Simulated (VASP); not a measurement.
Here is a VASP 6.6.1 calculation.

Contents of INCAR:

```
SYSTEM = LiNbO3
  PREC = Accurate
  ENCUT = 520
  EDIFF = 1E-6
  ISMEAR = 0
  SIGMA = 0.01
  LREAL = .FALSE.
  LASPH = .TRUE.
  NELM = 100
  ALGO = Normal
  ISIF = 2
  LWAVE = .FALSE.
  LCHARG = .FALSE.
  GGA = PE
  IBRION = 2
  NSW = 80
  EDIFFG = -0.003
```

File KPOINTS:

```
Automatic mesh
0
G
  5 5 5
  0 0 0
```

File POSCAR:

```
LiNbO3
1.0
    2.6270998535      1.5167568076      4.6253000000
   -2.6270998535      1.5167568076      4.6253000000
    0.0000000000     -3.0335136152      4.6253000000
Li Nb O
2 2 6
Direct
    0.2875000000      0.2875000000      0.2875000000
    0.7875000000      0.7875000000      0.7875000000
    0.0128000000      0.0128000000      0.0128000000
    0.5128000000      0.5128000000      0.5128000000
    0.1409000000      0.3626000000      0.7464000000
    0.7464000000      0.1409000000      0.3626000000
    0.3626000000      0.7464000000      0.1409000000
    0.2464000000      0.8626000000      0.6409000000
    0.8626000000      0.6409000000      0.2464000000
    0.6409000000      0.2464000000      0.8626000000
```

Potentials or basis: VASP PAW PBE potentials, release 64 (Li_sv, Nb_sv, O).

The run is started by

```console
$ cat potpaw_PBE.64/Li_sv/POTCAR potpaw_PBE.64/Nb_sv/POTCAR potpaw_PBE.64/O/POTCAR > POTCAR
$ mpirun -np 1 vasp_std > vasp.out
```

(1) What does it give for the energy gained by relaxing?

(2) Estimate the band gap on the k mesh.

## Answers

(1) 10.2 meV/atom.

(2) 3.50 eV (least direct gap 3.53 eV).
